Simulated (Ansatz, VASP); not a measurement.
Two plane-wave programs on AlN

Contents of POSCAR:

```
AlN
1.0
    0.0000000000      2.1839935596      2.1839935596
    2.1839935596      0.0000000000      2.1839935596
    2.1839935596      2.1839935596      0.0000000000
Al N
1 1
Direct
   -0.0311979730     -0.0311979730      0.0311979730
    0.8100963311      0.8100963311      0.6899036689
```

The input INCAR.step1:

```
SYSTEM = AlN
PREC = Accurate
ENCUT = 520
ISMEAR = 0
SIGMA = 0.05
LREAL = .False.
LASPH = .True.
NELM = 80
NBANDS = 11
GGA = PE
ALGO = Normal
EDIFF = 1E-4
LWAVE = .True.
LCHARG = .False.
```

File INCAR.step2:

```
SYSTEM = AlN
PREC = Accurate
ENCUT = 520
EDIFF = 1E-7
ISMEAR = 0
SIGMA = 0.05
LREAL = .False.
LASPH = .True.
NELM = 80
ALGO = Normal
ISIF = 2
LWAVE = .False.
LCHARG = .True.
METAGGA = R2SCAN
LMIXTAU = .True.
LELF = .True.
LVHAR = .True.
NBANDS = 11
ISTART = 1
```

Contents of KPOINTS:

```
Automatic mesh
0
Gamma
  10 10 10
  0 0 0
```

Input for Ansatz:

```yaml
crystal:
  lattice:
    - [0.0, 2.1839935596, 2.1839935596]
    - [2.1839935596, 0.0, 2.1839935596]
    - [2.1839935596, 2.1839935596, 0.0]
  atoms:
    - { symbol: Al, position: [-0.031197973, -0.031197973, 0.031197973] }
    - { symbol: "N", position: [0.8100963311, 0.8100963311, 0.6899036689] }
basis:
  ecutwfc: 500
kpoints:
  mp_grid: { grid: [10, 10, 10] }
hamiltonian:
  xc: r2scan
scf:
  occupations: { method: gaussian, width: 0.05 }
output:
  forces: true
  stress: true
  eigenvalues: true
```

Change from the starting cell: mode 4 (664.6 1/cm) frozen in, largest displacement +0.263 Å.

Alike in both runs: task single point; functional r2SCAN; k mesh 10 × 10 × 10; occupations gaussian, width 0.05 eV; no spin polarisation.

|  | VASP | Ansatz |
| --- | --- | --- |
| version | VASP 6.6.1 | Ansatz 0.2.0 |
| potentials or method | VASP PAW PBE potentials, release 64 (Al, N), cutoff 520 eV | scalar-relativistic, plane waves, PAW |
| valence electrons in the cell | 8 | 8 |

|  | VASP | Ansatz | Ansatz less VASP |
| --- | --- | --- | --- |
| gap on the k mesh at the Fermi level (eV) | 3.00 | 3.01 | +0.009 |
| least direct gap on the mesh (eV) | 3.70 | 3.67 | -0.025 |
| pressure (GPa) | 18.9 | 18.8 | -0.09 |
| traceless stress, the component that is largest in VASP (GPa) | 33.09 | 32.23 | -0.855 |
| rms of the force components (eV/Å) | 2.949 | 2.902 | -0.0467 |

VASP's potentials were made for PBE, not for r2SCAN. Atom by atom the forces differ by 0.047 eV/Å (rms over components). The functional is the same, so the differences come from potentials, cutoffs and numerics.
